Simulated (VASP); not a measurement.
# Ag (Fm-3m) in VASP: further runs

Ag is run at these levels: PBEsol; tasks: single point.

Everything below comes from runs of VASP 6.6.1. Logs are shortened: lines on timing, memory, paths and dates and some standing lists are left out, and cuts for length are marked.

**1. The cell of the first run**

It takes space group Fm-3m (No. 225, cubic). The conventional cell has a = 3.998 Å, b = 3.998 Å, c = 3.998 Å, α = 90.00°, β = 90.00°, γ = 90.00°. Within 3.7 Å of Ag (site symmetry m-3m) lie 12 Ag at 2.83 Å.

**2. Single point, PBEsol (volume scaled by 0.96)**

Contents of INCAR:

```
PREC     = Accurate       # precision mode
ENCUT    = 520            # plane-wave cutoff, eV
EDIFF    = 1E-6           # SCF threshold, eV
ISMEAR   = -1             # smearing method
SIGMA    = 0.1            # smearing width, eV
LREAL    = False          # projectors in reciprocal space
LASPH    = True           # aspherical terms in the spheres
NELM     = 100            # most SCF steps
ALGO     = Normal         # electronic algorithm
ISIF     = 2              # what is computed and relaxed
LWAVE    = False          # write WAVECAR
LCHARG   = False          # write CHGCAR
GGA      = PS             # functional
NBANDS   = 12             # bands
```

Contents of KPOINTS:

```
regular mesh
0
Gamma
  22 22 22
```

Contents of POSCAR:

```
Ag
1.0
    0.0000000000      1.9987528594      1.9987528594
    1.9987528594      0.0000000000      1.9987528594
    1.9987528594      1.9987528594      0.0000000000
Ag
1
Direct
    0.0000000000      0.0000000000      0.0000000000
```

Potentials or basis: VASP PAW PBE potentials, release 64 (Ag).

Command:

```console
cat potpaw_PBE.64/Ag/POTCAR > POTCAR
mpirun -np 1 vasp_std > vasp.out
```

OUTCAR:

```text
PREC = Accurate
   ENCUT = 520
   EDIFF = 1E-6
   ISMEAR = -1
   LREAL = False
   LASPH = True
   NELM = 100
   ISIF = 2
   GGA = PS

 ion  position               nearest neighbor table
   1  0.000  0.000  0.000-

  LATTYP: Found a face centered cubic cell.
 ALAT       =     3.9975057188

  Lattice vectors:

 A1 = (   0.0000000000,   1.9987528594,   1.9987528594)
 A2 = (   1.9987528594,   0.0000000000,   1.9987528594)
 A3 = (   1.9987528594,   1.9987528594,   0.0000000000)

Analysis of symmetry for initial positions (statically):
=====================================================================
 Subroutine PRICEL returns:
 Original cell was already a primitive cell.

 Routine SETGRP: Setting up the symmetry group for a
 face centered cubic supercell.

 Subroutine GETGRP returns: Found 48 space group operations
 (whereof 48 operations were pure point group operations)
 out of a pool of 48 trial point group operations.

The static configuration has the point symmetry O_h .

Analysis of symmetry for dynamics (positions and initial velocities):
=====================================================================
 Subroutine PRICEL returns:
 Original cell was already a primitive cell.

 Routine SETGRP: Setting up the symmetry group for a
 face centered cubic supercell.

 Subroutine GETGRP returns: Found 48 space group operations
 (whereof 48 operations were pure point group operations)
 out of a pool of 48 trial point group operations.

The dynamic configuration has the point symmetry O_h .

 Subroutine INISYM returns: Found 48 space group operations
 (whereof 48 operations are pure point group operations),
 and found     1 'primitive' translations

----------------------------------------------------------------------------------------

                                     Primitive cell

  volume of cell :      15.9701

  direct lattice vectors                    reciprocal lattice vectors
     0.000000000  1.998752859  1.998752859    -0.250155990  0.250155990  0.250155990
     1.998752859  0.000000000  1.998752859     0.250155990 -0.250155990  0.250155990
     1.998752859  1.998752859  0.000000000     0.250155990  0.250155990 -0.250155990

  length of vectors
     2.826663402  2.826663402  2.826663402     0.433282884  0.433282884  0.433282884

  position of ions in fractional coordinates (direct lattice)
     0.000000000  0.000000000  0.000000000

[... 81 lines left out ...]
   ISIF   =      2    stress and relaxation
   ISYM   =      2    0-nonsym 1-usesym 2-fastsym
   POTIM  = 0.5000    time-step for ionic-motion
   TEBEG  =    0.0;   TEEND  =   0.0 temperature during run
   PSTRESS=    0.0 pullay stress
   NELECT =      11.0000    total number of electrons
   NUPDOWN=      -1.0000    fix difference up-down
   EMIN   =  10.00;   EMAX   =-10.00  energy-range for DOS
   EFERMI =   0.00;   METHOD = LEGACY
   ISMEAR =    -1;   SIGMA  =   0.10  broadening in eV -4-tet -1-fermi 0-gaus
   EFERMI_NEDOS =   21; number of points for ismear=-14 and -15
   IALGO  =     38    algorithm
   IMIX   =      4    mixing-type and parameters
     AMIX     =   0.40;   BMIX     =  1.00
     AMIX_MAG =   1.60;   BMIX_MAG =  1.00
  volume/ion in A,a.u.               =      15.97       107.77
  Fermi-wavevector in a.u.,A,eV,Ry     =   1.445784  2.732135 28.440125  2.090290
  Thomas-Fermi vector in A             =   2.563926
   LORBIT       =      0    0 simple, 1 ext, 2 COOP (PROOUT), +10 PAW based schemes
   GGA     = PS    functional components
   LHFCALC =     F    Hartree Fock is set to
   AEXX    =    0.0000 exact exchange contribution
   IVDW    =     0    specifies the selected vdW correction
   LEPSILON=     F    determine dielectric tensor
   LRPA    =     F    only Hartree local field effects (RPA)
 non-spin polarized calculation
  energy-cutoff  :      520.00
  volume of cell :       15.97
 maximum number of plane-waves:       444
 NGX is ok and might be reduce to    24
   NGX = 11   NGY = 11   NGZ = 11

 number of electron      11.0000002 magnetization

 Free energy of the ion-electron system (eV)
  ---------------------------------------------------
  ext. energy  EPLUGINS =         0.00000000
  ---------------------------------------------------
  free energy    TOTEN  =        -3.30385339 eV

  energy without entropy =       -3.29659724  energy(sigma->0) =       -3.30022532

 E-fermi :   9.1894     XC(G=0): -12.8073

 val. band max:        9.1892810399   @ k =   0.4545   0.4091   0.0455
 cond. band min:       9.2384336625   @ k =   0.5000   0.2727   0.0909
 fundamental gap:      0.0491526226
 Fermi energy:         9.1894465525

 k-point     1 :       0.0000    0.0000    0.0000
  band No.  band energies     occupation
      1       0.8467      2.00000
      2       4.1533      2.00000
      3       4.1533      2.00000
      4       4.1533      2.00000
      5       5.3281      2.00000
      6       5.3281      2.00000
      7      25.2867      0.00000
      8      29.2481      0.00000
      9      29.2481      0.00000
     10      29.2481      0.00000
     11      34.2409      0.00000
     12      35.8293      0.00000
[... 331 lines left out ...]
 k-point    24 :      -0.4545    0.0455    0.0000
  band No.  band energies     occupation
      1       2.3973      2.00000
      2       4.1089      2.00000
      3       4.1624      2.00000
      4       6.0571      2.00000
      5       6.1773      2.00000
      6       8.5629      1.99621
      7      13.3958      0.00000
      8      24.5315      0.00000
      9      27.1454      0.00000
     10      27.6705      0.00000
     11      33.0844      0.00000
     12      33.2432      0.00000

 [... further k-points ...]

------------------------ aborting loop because EDIFF is reached ----------------------------------------

  FORCE on cell =-STRESS in cart. coord.  units (eV):
  Direction    XX          YY          ZZ          XY          YZ          ZX
  --------------------------------------------------------------------------------------
  -------------------------------------------------------------------------------------
  Total        0.5335434      0.5335434      0.5335434     -0.0000000     -0.0000000      0.0000000
  in kB       53.5270165     53.5270165     53.5270165     -0.0000000     -0.0000000      0.0000000
  external PRESSURE =      53.5270165 kB  Pullay stress =       0.0000000 kB

 VOLUME and BASIS-vectors are now :
 -----------------------------------------------------------------------------
  energy-cutoff  :      520.00
  volume of cell :       15.97
      direct lattice vectors                 reciprocal lattice vectors
     0.000000000  1.998752859  1.998752859    -0.250155990  0.250155990  0.250155990
     1.998752859  0.000000000  1.998752859     0.250155990 -0.250155990  0.250155990
     1.998752859  1.998752859  0.000000000     0.250155990  0.250155990 -0.250155990

 POSITION                                       TOTAL-FORCE (eV/Angst)
 -----------------------------------------------------------------------------------
      0.00000      0.00000      0.00000        -0.000000     -0.000000      0.000000
 -----------------------------------------------------------------------------------
    total drift:                               -0.000000      0.000000     -0.000000

  FREE ENERGIE OF THE ION-ELECTRON SYSTEM (eV)
  ---------------------------------------------------
  free  energy   TOTEN  =        -3.3038533911 eV

  energy  without entropy=       -3.2965972422  energy(sigma->0) =       -3.30022532
```

OSZICAR:

```text
N       E                     dE             d eps       ncg     rms          rms(c)
DAV:   1     0.519547710297E+02    0.51955E+02   -0.55295E+03  7976   0.837E+02
DAV:   2    -0.282973881571E+01   -0.54785E+02   -0.52055E+02  9276   0.197E+02
DAV:   3    -0.367345841372E+01   -0.84372E+00   -0.84319E+00  9176   0.255E+01
DAV:   4    -0.367593001682E+01   -0.24716E-02   -0.24715E-02  9224   0.145E+00
DAV:   5    -0.367594779313E+01   -0.17776E-04   -0.17777E-04  9216   0.110E-01    0.660E+00
DAV:   6    -0.332192275214E+01    0.35403E+00   -0.13456E+00  8652   0.104E+01    0.386E+00
DAV:   7    -0.330855701707E+01    0.13366E-01   -0.16630E-02  9132   0.118E+00    0.213E+00
DAV:   8    -0.330384528701E+01    0.47117E-02   -0.84141E-04  9024   0.213E-01    0.128E-01
DAV:   9    -0.330385181032E+01   -0.65233E-05   -0.93523E-06  9132   0.231E-02    0.206E-02
DAV:  10    -0.330385371247E+01   -0.19021E-05   -0.24317E-06  9212   0.120E-02    0.662E-03
DAV:  11    -0.330385339108E+01    0.32139E-06   -0.96795E-08  4916   0.263E-03
   1 F= -.33038534E+01 E0= -.33002253E+01  d E =-.725615E-02
```

It took 20 s on 1 thread of Intel Xeon Platinum 8559C (Emerald Rapids), shared host; peak memory 0.18 GiB.

Results:

```yaml
Free_energy: -3.3039 eV
Pressure: 5.4 GPa
```

Caveat: the cell differs from its parent crystal (volume scaled by 0.96); the PAW data sets were made with another functional, which shifts forces and pressure a little.

**3. Single point, PBEsol**

This run uses another cell than the first one, of 16.64 Å³/atom, 1.042 times its volume.

INCAR is that of step 2.

KPOINTS is that of step 2.

Contents of POSCAR:

```
Ag
1.0
    0.0000000000      2.0261364383      2.0261364383
    2.0261364383      0.0000000000      2.0261364383
    2.0261364383      2.0261364383      0.0000000000
Ag
1
Direct
    0.0000000000      0.0000000000      0.0000000000
```

Potentials or basis: VASP PAW PBE potentials, release 64 (Ag).

Command:

```console
cat potpaw_PBE.64/Ag/POTCAR > POTCAR
mpirun -np 1 vasp_std > vasp.out
```

OUTCAR:

```text
PREC = Accurate
   ENCUT = 520
   EDIFF = 1E-6
   ISMEAR = -1
   LREAL = False
   LASPH = True
   NELM = 100
   ISIF = 2
   GGA = PS

 ion  position               nearest neighbor table
   1  0.000  0.000  0.000-

  LATTYP: Found a face centered cubic cell.
 ALAT       =     4.0522728766

  Lattice vectors:

 A1 = (   0.0000000000,   2.0261364383,   2.0261364383)
 A2 = (   2.0261364383,   0.0000000000,   2.0261364383)
 A3 = (   2.0261364383,   2.0261364383,   0.0000000000)

Analysis of symmetry for initial positions (statically):
=====================================================================
 Subroutine PRICEL returns:
 Original cell was already a primitive cell.

 Routine SETGRP: Setting up the symmetry group for a
 face centered cubic supercell.

 Subroutine GETGRP returns: Found 48 space group operations
 (whereof 48 operations were pure point group operations)
 out of a pool of 48 trial point group operations.

The static configuration has the point symmetry O_h .

[... 166 lines left out ...]
  band No.  band energies     occupation
      1       0.5637      2.00000
      2       3.7162      2.00000
      3       3.7162      2.00000
      4       3.7162      2.00000
      5       4.8096      2.00000
      6       4.8096      2.00000
      7      24.6151      0.00000
      8      28.3336      0.00000
      9      28.3336      0.00000
     10      28.3336      0.00000
     11      33.2161      0.00000
     12      34.5063      0.00000
[... 331 lines left out ...]
 k-point    24 :      -0.4545    0.0455    0.0000
  band No.  band energies     occupation
      1       2.0735      2.00000
      2       3.6772      2.00000
      3       3.7268      2.00000
      4       5.4979      2.00000
      5       5.6010      2.00000
      6       8.0561      1.99014
      7      12.5625      0.00000
      8      23.8378      0.00000
      9      26.1273      0.00000
     10      26.6439      0.00000
     11      31.8838      0.00000
     12      32.0614      0.00000

 [... further k-points ...]

------------------------ aborting loop because EDIFF is reached ----------------------------------------

  FORCE on cell =-STRESS in cart. coord.  units (eV):
  Direction    XX          YY          ZZ          XY          YZ          ZX
  --------------------------------------------------------------------------------------
  -------------------------------------------------------------------------------------
  Total       -0.0079488     -0.0079488     -0.0079488     -0.0000000     -0.0000000      0.0000000
  in kB       -0.7655560     -0.7655560     -0.7655560     -0.0000000     -0.0000000      0.0000000
  external PRESSURE =      -0.7655560 kB  Pullay stress =       0.0000000 kB

 VOLUME and BASIS-vectors are now :
 -----------------------------------------------------------------------------
  energy-cutoff  :      520.00
  volume of cell :       16.64
      direct lattice vectors                 reciprocal lattice vectors
     0.000000000  2.026136438  2.026136438    -0.246775089  0.246775089  0.246775089
     2.026136438  0.000000000  2.026136438     0.246775089 -0.246775089  0.246775089
     2.026136438  2.026136438  0.000000000     0.246775089  0.246775089 -0.246775089

 POSITION                                       TOTAL-FORCE (eV/Angst)
 -----------------------------------------------------------------------------------
      0.00000      0.00000      0.00000         0.000000     -0.000000      0.000000
 -----------------------------------------------------------------------------------
    total drift:                               -0.000000      0.000000      0.000000

  FREE ENERGIE OF THE ION-ELECTRON SYSTEM (eV)
  ---------------------------------------------------
  free  energy   TOTEN  =        -3.3147653218 eV

  energy  without entropy=       -3.3073758447  energy(sigma->0) =       -3.31107058
```

stdout:

```text
POSCAR found type information on POSCAR Ag
 POSCAR found :  1 types and       1 ions
 scaLAPACK will be used
 -----------------------------------------------------------------------------
|                                                                             |
|                                                                             |
|     You enforced a specific xc type in the INCAR file but a different       |
|     I HOPE YOU KNOW WHAT YOU ARE DOING!                                     |
|                                                                             |
 -----------------------------------------------------------------------------

 LDA part: xc-table for (Slater+PW92), standard interpolation
 POSCAR, INCAR and KPOINTS ok, starting setup
 FFT: planning ... GRIDC
 FFT: planning ... GRID_SOFT
 FFT: planning ... GRID
 WAVECAR not read
 entering main loop
```

It took 20 s on 1 thread of Intel Xeon Platinum 8559C (Emerald Rapids), shared host; peak memory 0.19 GiB.

What came out:

```yaml
Free_energy: -3.3148 eV
Pressure: -0.1 GPa
```

Levels at points of the mesh, in eV from the Fermi level:
```csv
k point,band 2,band 3,band 4,band 5,band 6,band 7,band 8,band 9,band 10,band 11
"(0.00, 0.00, 0.00)",-4.87,-4.87,-4.87,-3.78,-3.78,16.03,19.75,19.75,19.75,24.63
"(0.50, 0.00, 0.00)",-4.89,-4.89,-2.94,-2.94,-0.54,3.71,15.27,18.06,18.06,23.17
"(0.50, 0.50, 0.00)",-6.45,-2.97,-2.73,-2.73,1.51,6.90,10.72,10.72,17.45,17.53
```

Caveat: the PAW data sets were made with another functional, which shifts forces and pressure a little.
